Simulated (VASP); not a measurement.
Ag, 2 atoms in the cell. The structure is hexagonal, space group P6_3/mmc (No. 194). The conventional cell has a = 2.867 Å, b = 2.867 Å, c = 4.785 Å, α = 90.00°, β = 90.00°, γ = 120.00°. Within 3.8 Å of Ag (site symmetry -6m2) lie 12 Ag at 2.87 to 2.91 Å. This isn't the form of Ag at room conditions, which is fcc. This cell differs from its parent crystal: strain along c alone, the other axes held: +2.0 %.

| Quantity | Value |
| --- | --- |
| Program | VASP 6.6.1 |
| Task | single point |
| Functional | PBEsol |
| Potentials or basis | VASP PAW PBE potentials, release 64 (Ag) |
| Cutoff | 520 eV |
| k mesh | 24 × 24 × 12 |
| Occupations | gaussian, width 0.1 eV |
| Spin | no spin polarisation |
| Dipole correction | no |
| Further INCAR settings | ALGO = Fast; EDIFF = 1e-06; NBANDS = 18 |

Potentials or basis: VASP PAW PBE potentials, release 64 (Ag).

Run with:

```bash
$ cat potpaw_PBE.64/Ag/POTCAR > POTCAR
$ mpirun -np 1 vasp_std > vasp.out
```

Hardware: 1 thread of AMD EPYC 7571 (shared host).

Q: How long does it take, and how much memory?

A: It took 6.8 min on 1 thread of AMD EPYC 7571, with other jobs on the host, peak memory 0.29 GiB. Counts: scf iterations 12, k points 427.
